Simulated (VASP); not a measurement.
Input of a VASP 6.6.1 run:

Contents of INCAR:

```
ALGO     = Normal         # electronic algorithm
EDIFF    = 1E-7           # SCF threshold, eV
ENCUT    = 520            # plane-wave cutoff, eV
GGA      = PE             # functional
ISIF     = 2              # what is computed and relaxed
ISMEAR   = 0              # smearing method
LASPH    = True           # aspherical terms in the spheres
LCHARG   = False          # write CHGCAR
LREAL    = False          # projectors in reciprocal space
LWAVE    = False          # write WAVECAR
NBANDS   = 15             # bands
NELM     = 80             # most SCF steps
PREC     = Accurate       # precision mode
SIGMA    = 0.15           # smearing width, eV
```

The input KPOINTS:

```
k-points
0
Gamma
  18 18 18
```

POSCAR

```
TiC
1.0
    0.0000000000      2.1315400000      2.1964600000
    2.1315400000      0.0000000000      2.1964600000
    2.1315400000      2.1315400000      0.0000000000
Ti C
1 1
Direct
    0.0000000000      0.0000000000      0.0000000000
    0.5000000000      0.5000000000      0.5000000000
```

Potentials or basis: VASP PAW PBE potentials, release 64 (Ti_sv, C).

Launch:

```bash
$ cat potpaw_PBE.64/Ti_sv/POTCAR potpaw_PBE.64/C/POTCAR > POTCAR
$ mpirun -np 1 vasp_std > vasp.out
```

**Question.** Predict the pressure.

**Answer.** 5.5 GPa.

**Question.** Predict the band gap on the k mesh.

**Answer.** Zero (band 8 reaches 10.40 eV, above the bottom of band 9 at 9.12 eV).

Stress tensor (GPa, compression positive):
```
 9.61  0.00  0.00
 0.00  9.61  0.00
 0.00  0.00 -2.63
```

Caveat: the cell differs from its parent crystal (strain -0.015 along x and y, +0.015 along z).
